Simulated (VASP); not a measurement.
Set up this calculation in VASP 6.6.1, as the native input.

```yaml
Task: single point
Functional: HSE06
Potentials_or_basis: VASP PAW PBE potentials, release 64 (Na_pv, I)
Cutoff: 520 eV
k_mesh: 4 × 4 × 4
Occupations: gaussian, width 0.01 eV
Spin: no spin polarisation
Dipole_correction: no
Grid_for_exact_exchange_PRECFOCK: Normal
Further_INCAR_settings: ALGO = Normal; EDIFF = 1e-07; NBANDS = 14
Screening_parameter: 0.2079 1/Å
```

NaI:

```xyz
2
Lattice="4.0454 0.0048 0.0048 0.0048 4.0454 0.0048 0.0048 0.0048 4.0454" Properties=species:S:1:pos:R:3 pbc="T T T"
Na    0.0000    0.0000    0.0000
I     2.0275    2.0275    2.0275
```

This cell differs from its parent crystal: strain along [111] +0.4%.

One way to write it, as run:

POSCAR

```
NaI
1.0
    4.0453852017      0.0048486439      0.0048486439
    0.0048486439      4.0453852017      0.0048486439
    0.0048486439      0.0048486439      4.0453852017
Na I
1 1
Direct
    0.0000000000      0.0000000000      0.0000000000
    0.5000000000      0.5000000000      0.5000000000
```

INCAR.step1

```
PREC = Accurate ; ENCUT = 520
EDIFF = 1E-5 ; ISMEAR = 0
SIGMA = 0.01 ; LREAL = F
LASPH = T ; NELM = 60
ALGO = Normal ; ISIF = 2
LWAVE = T ; LCHARG = F
NBANDS = 14 ; GGA = PE
```

INCAR.step2

```
PREC = Accurate ; ENCUT = 520
EDIFF = 1E-7 ; ISMEAR = 0
SIGMA = 0.01 ; LREAL = F
LASPH = T ; NELM = 60
ALGO = Normal ; ISIF = 2
LWAVE = F ; LCHARG = F
GGA = PE ; LHFCALC = T
HFSCREEN = 0.2079 ; PRECFOCK = Normal
NBANDS = 14 ; ISTART = 1
```

KPOINTS

```
Automatic mesh
0
Gamma
  4 4 4
```

Potentials or basis: VASP PAW PBE potentials, release 64 (Na_pv, I).

The run is started by

```sh
$ cat potpaw_PBE.64/Na_pv/POTCAR potpaw_PBE.64/I/POTCAR > POTCAR
$ cp INCAR.step1 INCAR
$ mpirun -np 1 vasp_std > vasp.out
$ cp INCAR.step2 INCAR
$ mpirun -np 1 vasp_std > vasp.out
```

It gave:

```
Pressure               : 0.1 GPa
Band gap on the k mesh : 3.22 eV, indirect (least direct gap 3.69 eV)
```

Caveat: the cell differs from its parent crystal (strain along [111] +0.4%); the PAW data sets were made with another functional, which shifts forces and pressure a little; spin-orbit coupling is left out, which moves the levels of the heavy elements.

It took 4.2 min on 1 thread of Intel(R) Xeon(R) Platinum 8488C (Sapphire Rapids), on a shared host, peak memory 0.27 GiB.
